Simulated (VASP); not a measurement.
# Mg2C (I4/mmm) in VASP: a series of runs

Aim: see how the results for Mg2C move with the level of theory and the settings. Levels: PBE, r2SCAN, HSE06. Tasks: single point.

All numbers are computed with VASP 6.6.1; they aren't measurements. Logs are shortened: lines on timing, memory, paths and dates and some standing lists are left out, and cuts for length are marked.

## Step 1: The cell of the first run

Symmetry: I4/mmm, No. 139, tetragonal system. The conventional cell has a = 3.871 Å, b = 3.871 Å, c = 5.424 Å, α = 90.00°, β = 90.00°, γ = 90.00°. Within 3.1 Å of C (site symmetry 4/mmm) lie 8 Mg at 2.36 Å. Within 3.1 Å of Mg (site symmetry -4m2) lie 4 C at 2.36 Å and 6 Mg at 2.71 to 2.74 Å.

## Step 2: Single point, PBE (epitaxial xy strain +1.0%)

File INCAR:

```
  PREC = Accurate
  ENCUT = 600
  EDIFF = 1E-6
  ISMEAR = -1
  SIGMA = 0.02
  LREAL = F
  LASPH = T
  NELM = 120
  ALGO = Normal
  ISIF = 2
  LWAVE = F
  LCHARG = F
  GGA = PE
  NBANDS = 11
  GGA_COMPAT = F
```

File KPOINTS:

```
regular mesh
0
Gamma
  8 8 8
```

File POSCAR:

```
Mg2C
1.0
    0.0000000000      2.7375098464      2.7118379467
    2.7375098464      0.0000000000      2.7118379467
    2.7375098464      2.7375098464      0.0000000000
C Mg
1 2
Direct
    0.0000000000      0.0000000000      0.0000000000
    0.2500000000      0.2500000000      0.2500000000
    0.7500000000      0.7500000000      0.7500000000
```

Potentials or basis: VASP PAW PBE potentials, release 64 (C, Mg).

Command:

```console
$ cat potpaw_PBE.64/C/POTCAR potpaw_PBE.64/Mg/POTCAR > POTCAR
$ mpirun -np 1 vasp_std > vasp.out
```

OUTCAR:

```text
PREC = Accurate
   ENCUT = 600
   EDIFF = 1E-6
   ISMEAR = -1
   LREAL = F
   LASPH = T
   NELM = 120
   ISIF = 2
   GGA = PE

 ion  position               nearest neighbor table
   1  0.000  0.000  0.000-   3 2.36   2 2.36   3 2.36   2 2.36   3 2.36   3 2.36   2 2.36   2 2.36

   2  0.250  0.250  0.250-   1 2.36   1 2.36   1 2.36   1 2.36   3 2.71   3 2.71   3 2.74   3 2.74
                             3 2.74   3 2.74
   3  0.750  0.750  0.750-   1 2.36   1 2.36   1 2.36   1 2.36   2 2.71   2 2.71   2 2.74   2 2.74
                             2 2.74   2 2.74

  LATTYP: Found a body centered tetragonal cell.
 ALAT       =     3.8714235519
 C/A-ratio  =     1.4009513092

  Lattice vectors:

 A1 = (   0.0000000000,  -2.7375098464,  -2.7118379467)
 A2 = (   0.0000000000,   2.7375098464,  -2.7118379467)
 A3 = (   2.7375098464,   0.0000000000,   2.7118379467)

Analysis of symmetry for initial positions (statically):
=====================================================================
 Subroutine PRICEL returns:
 Original cell was already a primitive cell.

 Routine SETGRP: Setting up the symmetry group for a
 body centered tetragonal supercell.

 Subroutine GETGRP returns: Found 16 space group operations
 (whereof 16 operations were pure point group operations)
 out of a pool of 16 trial point group operations.

The static configuration has the point symmetry D_4h.

Analysis of symmetry for dynamics (positions and initial velocities):
=====================================================================
 Subroutine PRICEL returns:
 Original cell was already a primitive cell.

 Routine SETGRP: Setting up the symmetry group for a
 body centered tetragonal supercell.

 Subroutine GETGRP returns: Found 16 space group operations
 (whereof 16 operations were pure point group operations)
 out of a pool of 16 trial point group operations.

The dynamic configuration has the point symmetry D_4h.

 Subroutine INISYM returns: Found 16 space group operations
 (whereof 16 operations are pure point group operations),
 and found     1 'primitive' translations

----------------------------------------------------------------------------------------

                                     Primitive cell

  volume of cell :      40.6448

  direct lattice vectors                    reciprocal lattice vectors
     0.000000000  2.737509846  2.711837947    -0.182647745  0.182647745  0.184376799
     2.737509846  0.000000000  2.711837947     0.182647745 -0.182647745  0.184376799
     2.737509846  2.737509846  0.000000000     0.182647745  0.182647745 -0.184376799

  length of vectors
     3.853313536  3.853313536  3.871423552     0.317356584  0.317356584  0.317356584

  position of ions in fractional coordinates (direct lattice)
     0.000000000  0.000000000  0.000000000
     0.250000000  0.250000000  0.250000000
     0.750000000  0.750000000  0.750000000

  ion indices of the primitive-cell ions
   primitive index   ion index
                 1           1
                 2           2
                 3           3

----------------------------------------------------------------------------------------

 KPOINTS: regular mesh

Automatic generation of k-mesh.
 Grid dimensions read from file:
 generate k-points for:    8    8    8

 Generating k-lattice:

  Cartesian coordinates                     Fractional coordinates (reciprocal lattice)
    -0.022830968  0.022830968  0.023047100     0.125000000 -0.000000000  0.000000000
     0.022830968 -0.022830968  0.023047100    -0.000000000  0.125000000  0.000000000
     0.022830968  0.022830968 -0.023047100     0.000000000  0.000000000  0.125000000

  Length of vectors
     0.039669573  0.039669573  0.039669573

  Shift w.r.t. Gamma in fractional coordinates (k-lattice)
     0.000000000  0.000000000  0.000000000

 Subroutine IBZKPT returns following result:
 ===========================================

 Found     59 irreducible k-points:

 Following reciprocal coordinates:
            Coordinates               Weight
  0.000000  0.000000  0.000000      1.000000
  0.125000 -0.000000  0.000000      8.000000
  0.250000 -0.000000  0.000000      8.000000
  0.375000  0.000000  0.000000      8.000000
  0.500000 -0.000000  0.000000      4.000000
  0.125000  0.125000  0.000000      2.000000
[... 16 lines left out ...]
  0.250000 -0.000000  0.125000     16.000000
  0.375000  0.000000  0.125000     16.000000
 [... further k-points ...]
   k-points           NKPTS =     59   k-points in BZ     NKDIM =     59   number of bands    NBANDS=     11
   number of dos      NEDOS =    301   number of ions     NIONS =      3
   total plane-waves  NPLWV =  32768
   dimension x,y,z NGX =    32 NGY =   32 NGZ =   32
   dimension x,y,z NGXF=    64 NGYF=   64 NGZF=   64
   ions per type =               1   2
   NGX,Y,Z   is equivalent  to a cutoff of  13.81, 13.81, 13.74 a.u.
   NGXF,Y,Z  is equivalent  to a cutoff of  27.61, 27.61, 27.48 a.u.
 SYSTEM =  unknown system
   PREC   = accura    normal or accurate (medium, high low for compatibility)
   ISTART =      0    job   : 0-new  1-cont  2-samecut
   ICHARG =      2    charge: 1-file 2-atom 10-const
   ISPIN  =      1    spin polarized calculation?
   LNONCOLLINEAR =      F non collinear calculations
   LSORBIT =      F    spin-orbit coupling
   LASPH  =      T    aspherical Exc in radial PAW
   ENCUT  =  600.0 eV  44.10 Ry    6.64 a.u.   7.70  7.70  7.73*2*pi/ulx,y,z
   NELM   =    120;   NELMIN=  2; NELMDL= -5     # of ELM steps
   EDIFF  = 0.1E-05   stopping-criterion for ELM
   LREAL  =      F    real-space projection
   EDIFFG = 0.1E-04   stopping-criterion for IOM
   NSW    =      0    number of steps for IOM
   IBRION =     -1    ionic relax: 0-MD 1-quasi-New 2-CG
   NFREE  =      0    steps in history (QN), initial steepest desc. (CG)
   ISIF   =      2    stress and relaxation
   ISYM   =      2    0-nonsym 1-usesym 2-fastsym
   POTIM  = 0.5000    time-step for ionic-motion
   TEBEG  =    0.0;   TEEND  =   0.0 temperature during run
   PSTRESS=    0.0 pullay stress
   NELECT =       8.0000    total number of electrons
   NUPDOWN=      -1.0000    fix difference up-down
   EMIN   =  10.00;   EMAX   =-10.00  energy-range for DOS
   EFERMI =   0.00;   METHOD = LEGACY
   ISMEAR =    -1;   SIGMA  =   0.02  broadening in eV -4-tet -1-fermi 0-gaus
   EFERMI_NEDOS =   21; number of points for ismear=-14 and -15
   IALGO  =     38    algorithm
   IMIX   =      4    mixing-type and parameters
     AMIX     =   0.40;   BMIX     =  1.00
     AMIX_MAG =   1.60;   BMIX_MAG =  1.00
  volume/ion in A,a.u.               =      13.55        91.43
  Fermi-wavevector in a.u.,A,eV,Ry     =   0.952291  1.799570 12.338560  0.906859
  Thomas-Fermi vector in A             =   2.080840
   LORBIT       =      0    0 simple, 1 ext, 2 COOP (PROOUT), +10 PAW based schemes
   GGA     = PE    functional components
   LHFCALC =     F    Hartree Fock is set to
   AEXX    =    0.0000 exact exchange contribution
   IVDW    =     0    specifies the selected vdW correction
   LEPSILON=     F    determine dielectric tensor
   LRPA    =     F    only Hartree local field effects (RPA)
 non-spin polarized calculation
  energy-cutoff  :      600.00
  volume of cell :       40.64
 maximum number of plane-waves:      1370
   NGX = 15   NGY = 15   NGZ = 15

 number of electron       8.0000000 magnetization

 Free energy of the ion-electron system (eV)
  ---------------------------------------------------
  ext. energy  EPLUGINS =         0.00000000
  ---------------------------------------------------
  free energy    TOTEN  =       -11.48412275 eV

  energy without entropy =      -11.48412275  energy(sigma->0) =      -11.48412275

 E-fermi :   4.0160     XC(G=0):  -9.8663

 val. band max:        3.6721507360   @ k =   0.0000   0.0000   0.0000
 cond. band min:       4.3586457940   @ k =   0.5000   0.5000   0.0000
 fundamental gap:      0.6864950580
 Fermi energy:         4.0159803186

 k-point     1 :       0.0000    0.0000    0.0000
  band No.  band energies     occupation
      1      -6.9763      2.00000
      2       3.6328      2.00000
      3       3.6328      2.00000
      4       3.6722      2.00000
      5       5.0145      0.00000
      6      10.0899      0.00000
      7      10.1621      0.00000
      8      10.1621      0.00000
      9      13.1506      0.00000
     10      13.3143      0.00000
     11      14.0789      0.00000

 k-point     2 :       0.1250   -0.0000    0.0000
  band No.  band energies     occupation
      1      -6.8153      2.00000
      2       2.4838      2.00000
      3       3.5563      2.00000
      4       3.5889      2.00000
      5       5.9256      0.00000
      6       9.9859      0.00000
      7      10.3002      0.00000
      8      10.3219      0.00000
      9      12.1288      0.00000
     10      12.2521      0.00000
     11      13.8231      0.00000

 k-point     3 :       0.2500   -0.0000    0.0000
  band No.  band energies     occupation
      1      -6.3690      2.00000
      2       0.8697      2.00000
      3       3.3906      2.00000
      4       3.4367      2.00000
      5       6.7102      0.00000
      6       9.7816      0.00000
      7       9.9848      0.00000
      8      10.0772      0.00000
      9      12.3412      0.00000
     10      12.3592      0.00000
     11      13.5628      0.00000

 k-point     4 :       0.3750    0.0000    0.0000
  band No.  band energies     occupation
      1      -5.7913      2.00000
      2      -0.4763      2.00000
      3       3.2462      2.00000
      4       3.3045      2.00000
      5       6.9304      0.00000
      6       9.3745      0.00000
      7       9.4624      0.00000
      8       9.6063      0.00000
      9      13.7319      0.00000
     10      13.8182      0.00000
     11      14.1499      0.00000

 k-point     5 :       0.5000   -0.0000    0.0000
  band No.  band energies     occupation
      1      -5.4806      2.00000
      2      -1.0527      2.00000
      3       3.1914      2.00000
      4       3.2545      2.00000
      5       6.9512      0.00000
      6       9.1427      0.00000
      7       9.2482      0.00000
      8       9.4689      0.00000
      9      14.6849      0.00000
     10      14.9573      0.00000
     11      15.0246      0.00000
[... 211 lines left out ...]
 k-point    21 :       0.5000    0.5000    0.0000
  band No.  band energies     occupation
      1      -4.9914      2.00000
      2      -0.3070      2.00000
      3       2.0868      2.00000
      4       2.0868      2.00000
      5       4.3586      0.00000
      6       7.5746      0.00000
      7      12.5328      0.00000
      8      12.8241      0.00000
      9      12.8241      0.00000
     10      16.8698      0.00000
     11      17.1237      0.00000

 k-point    22 :       0.1250    0.0000    0.1250
  band No.  band energies     occupation
      1      -6.7630      2.00000
      2       2.4954      2.00000
      3       3.3443      2.00000
      4       3.3795      2.00000
      5       6.2138      0.00000
      6       9.6649      0.00000
      7      10.5191      0.00000
      8      10.6221      0.00000
      9      10.7488      0.00000
     10      13.5667      0.00000
     11      14.6613      0.00000

 k-point    23 :       0.2500   -0.0000    0.1250
  band No.  band energies     occupation
      1      -6.4126      2.00000
      2       1.3198      2.00000
      3       3.1156      2.00000
      4       3.1736      2.00000
      5       6.8710      0.00000
      6       9.4268      0.00000
      7       9.5947      0.00000
      8      10.7287      0.00000
      9      11.4132      0.00000
     10      13.4767      0.00000
     11      14.6415      0.00000

 k-point    24 :       0.3750    0.0000    0.1250
  band No.  band energies     occupation
      1      -5.8694      2.00000
      2       0.0062      2.00000
      3       2.8529      2.00000
      4       2.9974      2.00000
      5       7.1661      0.00000
      6       8.6792      0.00000
      7      10.0260      0.00000
      8      10.2379      0.00000
      9      12.3567      0.00000
     10      14.4349      0.00000
     11      14.8253      0.00000

 [... further k-points ...]
[... 5 lines left out ...]
  --------------------------------------------------------------------------------------
  -------------------------------------------------------------------------------------
  Total       -0.2567096     -0.2567096      0.4074708      0.0000000     -0.0000000      0.0000000
  in kB      -10.1192321    -10.1192321     16.0620848      0.0000000     -0.0000000      0.0000000
  external PRESSURE =      -1.3921264 kB  Pullay stress =       0.0000000 kB

 VOLUME and BASIS-vectors are now :
 -----------------------------------------------------------------------------
  energy-cutoff  :      600.00
  volume of cell :       40.64
      direct lattice vectors                 reciprocal lattice vectors
     0.000000000  2.737509846  2.711837947    -0.182647745  0.182647745  0.184376799
     2.737509846  0.000000000  2.711837947     0.182647745 -0.182647745  0.184376799
     2.737509846  2.737509846  0.000000000     0.182647745  0.182647745 -0.184376799

 POSITION                                       TOTAL-FORCE (eV/Angst)
 -----------------------------------------------------------------------------------
      0.00000      0.00000      0.00000        -0.000000      0.000000      0.000000
      1.36875      1.36875      1.35592         0.000000     -0.000000      0.000000
      4.10626      4.10626      4.06776         0.000000     -0.000000     -0.000000
 -----------------------------------------------------------------------------------
    total drift:                                0.000000     -0.000000      0.000000

  FREE ENERGIE OF THE ION-ELECTRON SYSTEM (eV)
  ---------------------------------------------------
  free  energy   TOTEN  =       -11.4841227507 eV

  energy  without entropy=      -11.4841227505  energy(sigma->0) =      -11.48412275
```

Wall time 10 s (1 thread of Intel Xeon 6975P-C (Granite Rapids), shared host); peak memory 0.19 GiB.

Results:

```yaml
Free_energy: -11.4841 eV
Pressure: -0.1 GPa
Band_gap_on_the_k_mesh: 0.69 eV (least direct gap 1.34 eV)
```

Stress tensor (GPa, compression positive):
```
-1.01  0.00  0.00
 0.00 -1.01  0.00
 0.00  0.00  1.61
```

Levels at points of the mesh, in eV from the valence-band top:
| k point | band 1 | band 2 | band 3 | band 4 | band 5 | band 6 | band 7 | band 8 |
| --- | --- | --- | --- | --- | --- | --- | --- | --- |
| (0.00, 0.00, 0.00) | -10.65 | -0.04 | -0.04 | 0.00 | 1.34 | 6.42 | 6.49 | 6.49 |
| (0.50, 0.00, 0.00) | -9.15 | -4.72 | -0.48 | -0.42 | 3.28 | 5.47 | 5.58 | 5.80 |
| (0.50, 0.50, 0.00) | -8.66 | -3.98 | -1.59 | -1.59 | 0.69 | 3.90 | 8.86 | 9.15 |
| (0.50, 0.00, 0.50) | -8.69 | -4.07 | -1.54 | -1.51 | 0.72 | 4.03 | 8.74 | 9.08 |

Caveat: the cell differs from its parent crystal (epitaxial xy strain +1.0%); the structure was generated, so it needn't be the stable form of Mg2C; semilocal functionals underestimate gaps, and a narrow one can read as zero. A k mesh can miss the band edges.

## Step 3: Single point, r2SCAN (epitaxial xy strain +1.0%)

POSCAR is that of step 2.

File INCAR.step1:

```
SYSTEM = Mg2C
PREC     = Accurate       ! precision mode
ENCUT    = 660            ! plane-wave cutoff, eV
ISMEAR   = 0              ! smearing method
SIGMA    = 0.01           ! smearing width, eV
LREAL    = .False.        ! projectors in reciprocal space
LASPH    = .True.         ! aspherical terms in the spheres
NELM     = 120            ! most SCF steps
NBANDS   = 11             ! bands
GGA      = PE             ! functional
ALGO     = Normal         ! electronic algorithm
EDIFF    = 1E-5           ! SCF threshold, eV
LWAVE    = .True.         ! write WAVECAR
LCHARG   = .False.        ! write CHGCAR
GGA_COMPAT= .False.
```

File INCAR.step2:

```
SYSTEM = Mg2C
PREC     = Accurate       ! precision mode
ENCUT    = 660            ! plane-wave cutoff, eV
EDIFF    = 1E-6           ! SCF threshold, eV
ISMEAR   = 0              ! smearing method
SIGMA    = 0.01           ! smearing width, eV
LREAL    = .False.        ! projectors in reciprocal space
LASPH    = .True.         ! aspherical terms in the spheres
NELM     = 120            ! most SCF steps
ALGO     = Normal         ! electronic algorithm
ISIF     = 2              ! what is computed and relaxed
LWAVE    = .False.        ! write WAVECAR
LCHARG   = .False.        ! write CHGCAR
METAGGA  = R2SCAN         ! meta-GGA
LMIXTAU  = .True.       
NBANDS   = 11             ! bands
ISTART   = 1            
GGA_COMPAT= .False.
```

File KPOINTS:

```
regular mesh
0
Gamma
  8 8 8
  0 0 0
```

Potentials or basis: VASP PAW PBE potentials, release 64 (C, Mg).

Command:

```console
$ cat potpaw_PBE.64/C/POTCAR potpaw_PBE.64/Mg/POTCAR > POTCAR
$ cp INCAR.step1 INCAR
$ mpirun -np 1 vasp_std > vasp.out
$ cp INCAR.step2 INCAR
$ mpirun -np 1 vasp_std > vasp.out
```

It took 46 s on 1 thread of Intel Xeon 6975P-C (Granite Rapids), shared host; peak memory 0.21 GiB.

The run converged. Its results:

```yaml
Free_energy: -17.8025 eV
Pressure: -2.4 GPa
Band_gap_on_the_k_mesh: 1.06 eV (least direct gap 1.79 eV)
```

Stress tensor (GPa, compression positive):
```
-3.28  0.00  0.00
 0.00 -3.28  0.00
 0.00  0.00 -0.50
```

Levels at points of the mesh, in eV from the valence-band top:
```csv
k point,band 1,band 2,band 3,band 4,band 5,band 6,band 7,band 8
"(0.00, 0.00, 0.00)",-11.24,-0.04,-0.04,0.00,1.79,7.00,7.07,7.07
"(0.50, 0.00, 0.00)",-9.77,-4.79,-0.50,-0.43,3.84,5.96,6.07,6.52
"(0.50, 0.50, 0.00)",-9.28,-4.03,-1.64,-1.64,1.06,4.53,9.81,10.02
"(0.50, 0.00, 0.50)",-9.30,-4.12,-1.59,-1.56,1.09,4.66,9.68,9.94
```

Caveat: the cell differs from its parent crystal (epitaxial xy strain +1.0%); the structure was generated, so it needn't be the stable form of Mg2C; the PAW data sets were made with another functional, which shifts forces and pressure a little. A k mesh can miss the band edges.

(Continued in part 2 of 2.)
